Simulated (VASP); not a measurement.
# SnO2 (Fm-3m) in VASP: single point with HSE06

Aim: the single point of SnO2 with HSE06.

Everything below comes from runs of VASP 6.6.1. Logs are shortened: lines on timing, memory, paths and dates and some standing lists are left out, and cuts for length are marked.

### Step 1. The cell of the first run

Symmetry: Fm-3m, No. 225, cubic system. The conventional cell has a = 5.194 Å, b = 5.194 Å, c = 5.194 Å, α = 90.00°, β = 90.00°, γ = 90.00°. Within 3.0 Å of Sn (site symmetry m-3m) lie 8 O at 2.25 Å. O (site symmetry -43m) has 4 Sn at 2.25 Å and 6 O at 2.60 Å within 3.0 Å.

### Step 2. Single point, HSE06 (strain +2.5%)

Contents of POSCAR:

```
SnO2
1.0
    0.0000000000      2.5968036445      2.5968036445
    2.5968036445      0.0000000000      2.5968036445
    2.5968036445      2.5968036445      0.0000000000
Sn O
1 2
Direct
    0.0000000000      0.0000000000      0.0000000000
    0.2500000000      0.2500000000      0.2500000000
    0.7500000000      0.7500000000      0.7500000000
```

Contents of INCAR.step1:

```
  ALGO = Normal
  EDIFF = 1E-5
  ENCUT = 520
  GGA = PE
  ISIF = 2
  ISMEAR = -1
  LASPH = True
  LCHARG = False
  LREAL = False
  LWAVE = True
  NBANDS = 20
  NELM = 80
  PREC = Accurate
  SIGMA = 0.02
```

Contents of INCAR.step2:

```
  ALGO = Normal
  EDIFF = 1E-6
  ENCUT = 520
  GGA = PE
  HFSCREEN = 0.2079
  ISIF = 2
  ISMEAR = -1
  ISTART = 1
  LASPH = True
  LCHARG = False
  LHFCALC = True
  LREAL = False
  LWAVE = False
  NBANDS = 20
  NELM = 80
  PREC = Accurate
  PRECFOCK = Normal
  SIGMA = 0.02
```

Contents of KPOINTS:

```
k-points
0
Gamma
  6 6 6
```

Potentials or basis: VASP PAW PBE potentials, release 64 (Sn_d, O).

Launch:

```bash
> cat potpaw_PBE.64/Sn_d/POTCAR potpaw_PBE.64/O/POTCAR > POTCAR
> cp INCAR.step1 INCAR
> mpirun -np 1 vasp_std > vasp.out
> cp INCAR.step2 INCAR
> mpirun -np 1 vasp_std > vasp.out
```

OUTCAR:

```text
EDIFF = 1E-6
   ENCUT = 520
   GGA = PE
   HFSCREEN = 0.2079
   ISIF = 2
   ISMEAR = -1
   ISTART = 1
   LASPH = True
   LHFCALC = True
   LREAL = False
   NELM = 80
   PREC = Accurate
   PRECFOCK = Normal

 ion  position               nearest neighbor table
   1  0.000  0.000  0.000-   3 2.25   3 2.25   3 2.25   2 2.25   3 2.25   2 2.25   2 2.25   2 2.25

   2  0.250  0.250  0.250-   1 2.25   1 2.25   1 2.25   1 2.25
   3  0.750  0.750  0.750-   1 2.25   1 2.25   1 2.25   1 2.25

  LATTYP: Found a face centered cubic cell.
 ALAT       =     5.1936072890

  Lattice vectors:

 A1 = (   0.0000000000,   2.5968036445,   2.5968036445)
 A2 = (   2.5968036445,   0.0000000000,   2.5968036445)
 A3 = (   2.5968036445,   2.5968036445,   0.0000000000)

Analysis of symmetry for initial positions (statically):
=====================================================================
 Subroutine PRICEL returns:
 Original cell was already a primitive cell.

 Routine SETGRP: Setting up the symmetry group for a
 face centered cubic supercell.

 Subroutine GETGRP returns: Found 48 space group operations
 (whereof 48 operations were pure point group operations)
 out of a pool of 48 trial point group operations.

The static configuration has the point symmetry O_h .

Analysis of symmetry for dynamics (positions and initial velocities):
=====================================================================
 Subroutine PRICEL returns:
 Original cell was already a primitive cell.

 Routine SETGRP: Setting up the symmetry group for a
 face centered cubic supercell.

 Subroutine GETGRP returns: Found 48 space group operations
 (whereof 48 operations were pure point group operations)
 out of a pool of 48 trial point group operations.

The dynamic configuration has the point symmetry O_h .

 Subroutine INISYM returns: Found 48 space group operations
 (whereof 48 operations are pure point group operations),
 and found     1 'primitive' translations

----------------------------------------------------------------------------------------

                                     Primitive cell

  volume of cell :      35.0225

  direct lattice vectors                    reciprocal lattice vectors
     0.000000000  2.596803645  2.596803645    -0.192544400  0.192544400  0.192544400
[... 82 lines left out ...]
   NSW    =      0    number of steps for IOM
   IBRION =     -1    ionic relax: 0-MD 1-quasi-New 2-CG
   NFREE  =      0    steps in history (QN), initial steepest desc. (CG)
   ISIF   =      2    stress and relaxation
   ISYM   =      3    0-nonsym 1-usesym 2-fastsym
   POTIM  = 0.5000    time-step for ionic-motion
   TEBEG  =    0.0;   TEEND  =   0.0 temperature during run
   PSTRESS=    0.0 pullay stress
   NELECT =      26.0000    total number of electrons
   NUPDOWN=      -1.0000    fix difference up-down
   EMIN   =  10.00;   EMAX   =-10.00  energy-range for DOS
   EFERMI =   0.00;   METHOD = LEGACY
   ISMEAR =    -1;   SIGMA  =   0.02  broadening in eV -4-tet -1-fermi 0-gaus
   EFERMI_NEDOS =   21; number of points for ismear=-14 and -15
   IALGO  =     38    algorithm
   IMIX   =      1    mixing-type and parameters
     AMIX     =   0.40;   BMIX     =  1.00
     AMIX_MAG =   1.60;   BMIX_MAG =  1.00
  volume/ion in A,a.u.               =      11.67        78.78
  Fermi-wavevector in a.u.,A,eV,Ry     =   1.482348  2.801232 29.896838  2.197356
  Thomas-Fermi vector in A             =   2.596145
   LORBIT       =      0    0 simple, 1 ext, 2 COOP (PROOUT), +10 PAW based schemes
   GGA     = PE    functional components
   LHFCALC =     T    Hartree Fock is set to
   PRECFOCK=normal    Normal, Fast or Accurate (Low or Medium for compatibility)
   ENCUT4O =  -1.0   cutoff for four orbital integrals eV
   NKREDX  =     1    reduce k-point grid by
   NKREDY  =     1    reduce k-point grid by
   NKREDZ  =     1    reduce k-point grid by
   AEXX    =    0.2500 exact exchange contribution
   HFSCREEN=    0.2079 screening length (either q_TF or 0.3 A-1)
   HFSCREENC=   0.2079 screening length for correlation (either q_TF or 0.3 A-1)
   ENCUTFOCK=  -1.0 apply spherical cutoff to Coloumb kernel
   IVDW    =     0    specifies the selected vdW correction
   LEPSILON=     F    determine dielectric tensor
   LRPA    =     F    only Hartree local field effects (RPA)
 non-spin polarized calculation
  energy-cutoff  :      520.00
  volume of cell :       35.02
 maximum number of plane-waves:       960
  NGX = 24; NGY = 24; NGZ = 24

 number of electron      26.0000006 magnetization

 Free energy of the ion-electron system (eV)
  ---------------------------------------------------
  ext. energy  EPLUGINS =         0.00000000
  ---------------------------------------------------
  free energy    TOTEN  =       -22.63463246 eV

  energy without entropy =      -22.63463246  energy(sigma->0) =      -22.63463246

 E-fermi :   6.3663     XC(G=0):  -9.4385

 val. band max:        5.9351228482   @ k =  -0.3333   0.5000   0.1667
 cond. band min:       6.7983239058   @ k =   0.0000   0.0000   0.0000
 fundamental gap:      0.8632010576
 Fermi energy:         6.3663427845

 k-point     1 :       0.0000    0.0000    0.0000
  band No.  band energies     occupation
      1     -16.2708      2.00000
      2     -16.2708      2.00000
      3     -16.2708      2.00000
      4     -16.1271      2.00000
      5     -16.1271      2.00000
      6     -14.8395      2.00000
[... 357 lines left out ...]
     19      24.6350      0.00000
     20      25.7118      0.00000

------------------------ aborting loop because EDIFF is reached ----------------------------------------

  FORCE on cell =-STRESS in cart. coord.  units (eV):
  Direction    XX          YY          ZZ          XY          YZ          ZX
  --------------------------------------------------------------------------------------
  -------------------------------------------------------------------------------------
  Total       -3.5203431     -3.5203431     -3.5203431      0.0000000      0.0000000      0.0000000
  in kB     -161.0453689   -161.0453689   -161.0453689      0.0000000      0.0000000      0.0000000
  external PRESSURE =    -161.0453689 kB  Pullay stress =       0.0000000 kB

 VOLUME and BASIS-vectors are now :
 -----------------------------------------------------------------------------
  energy-cutoff  :      520.00
  volume of cell :       35.02
      direct lattice vectors                 reciprocal lattice vectors
     0.000000000  2.596803645  2.596803645    -0.192544400  0.192544400  0.192544400
     2.596803645  0.000000000  2.596803645     0.192544400 -0.192544400  0.192544400
     2.596803645  2.596803645  0.000000000     0.192544400  0.192544400 -0.192544400

 POSITION                                       TOTAL-FORCE (eV/Angst)
 -----------------------------------------------------------------------------------
      0.00000      0.00000      0.00000         0.000000      0.000000      0.000000
      1.29840      1.29840      1.29840        -0.000000     -0.000000     -0.000000
      3.89521      3.89521      3.89521         0.000000      0.000000      0.000000
 -----------------------------------------------------------------------------------
    total drift:                               -0.000000      0.000001     -0.000000

  FREE ENERGIE OF THE ION-ELECTRON SYSTEM (eV)
  ---------------------------------------------------
  free  energy   TOTEN  =       -22.6346324646 eV

  energy  without entropy=      -22.6346324646  energy(sigma->0) =      -22.63463246
```

OUTCAR.step1:

```text
EDIFF = 1E-5
   ENCUT = 520
   GGA = PE
   ISIF = 2
[... 583 lines left out ...]
      0.00000      0.00000      0.00000         0.000000     -0.000000      0.000000
      1.29840      1.29840      1.29840         0.000000      0.000000      0.000000
      3.89521      3.89521      3.89521        -0.000000     -0.000000     -0.000000
 -----------------------------------------------------------------------------------
    total drift:                                0.000000      0.000000      0.000000

  FREE ENERGIE OF THE ION-ELECTRON SYSTEM (eV)
  ---------------------------------------------------
  free  energy   TOTEN  =       -17.9062258973 eV

  energy  without entropy=      -17.9055768970  energy(sigma->0) =      -17.90590140
```

It took 2.7 h on 1 thread of Oxide Virtual Turin-like, shared host; peak memory 0.25 GiB.

What came out:

```yaml
Free_energy: -22.6346 eV
Pressure: -16.1 GPa
Band_gap_on_the_k_mesh: 0.86 eV (least direct gap 2.18 eV)
```

Levels at points of the mesh, in eV from the valence-band top:
```
           k point  band 11  band 12  band 13  band 14  band 15  band 16
(0.00, 0.00, 0.00)    -1.31    -1.31    -1.31     0.86     8.50     8.50
(0.50, 0.00, 0.00)    -3.33    -2.11    -2.11     5.86     9.39    11.72
(0.50, 0.50, 0.00)    -0.17    -0.17    -0.07     4.42     8.28    11.40
```

Caveat: the cell differs from its parent crystal (strain +2.5%); the cell stands under tension; the structure was generated, so it needn't be the stable form of SnO2; the PAW data sets were made with another functional, which shifts forces and pressure a little; spin-orbit coupling is left out, which moves the levels of the heavy elements. A k mesh can miss the band edges.
